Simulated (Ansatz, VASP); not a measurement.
# One calculation of Al, two programs

INCAR

```
PREC = Accurate
ENCUT = 600
EDIFF = 1E-6
ISMEAR = -1
SIGMA = 0.15
LREAL = F
LASPH = T
NELM = 60
ALGO = Normal
ISIF = 3
LWAVE = F
LCHARG = F
IBRION = 2
NSW = 100
EDIFFG = -0.03
```

KPOINTS

```
regular mesh
0
Gamma
  13 13 13
```

Contents of POSCAR:

```
Al
1.0
   -1.5912200000      1.5912200000      1.5912200000
    1.5912200000     -1.5912200000      1.5912200000
    1.5912200000      1.5912200000     -1.5912200000
Al
1
Direct
    0.0000000000      0.0000000000      0.0000000000
```

Input for Ansatz:

```yaml
crystal:
  lattice:
    - [-1.59122, 1.59122, 1.59122]
    - [1.59122, -1.59122, 1.59122]
    - [1.59122, 1.59122, -1.59122]
  atoms:
    - { symbol: Al, position: [0.0, 0.0, 0.0] }
basis:
  ecutwfc: 470.0
kpoints:
  mp_grid:
    grid: [13, 13, 13]
hamiltonian:
  xc: lda
  dispersion: none
scf:
  occupations:
    method: fermi_dirac
    width: 0.15
relax:
  f_tol: 0.03
  max_steps: 100
  cell: {}
```

Alike in both runs: task relaxation of cell and atoms; functional LDA; k mesh 13 × 13 × 13; occupations fermi-dirac, width 0.15 eV; no spin polarisation.

|  | VASP | Ansatz |
| --- | --- | --- |
| version | VASP 6.6.1 | Ansatz 0.2.0 |
| potentials or method | VASP PAW LDA potentials, release 64 (Al), cutoff 600 eV | plane waves, PAW |
| valence electrons in the cell | 3 | 3 |

Ansatz gave:

| Item | Value |
| --- | --- |
| relaxed volume (Å³/atom) | 16.18 |
| relaxed cell length with the largest relative difference (Å) | 2.760 |

Question: Estimate VASP's values.

Answer: Relaxed volume (Å³/atom): 16.21; relaxed cell length with the largest relative difference (Å): 2.761.

LDA's correlation is that of Perdew and Zunger in VASP and of Perdew and Wang (1992) in Ansatz.
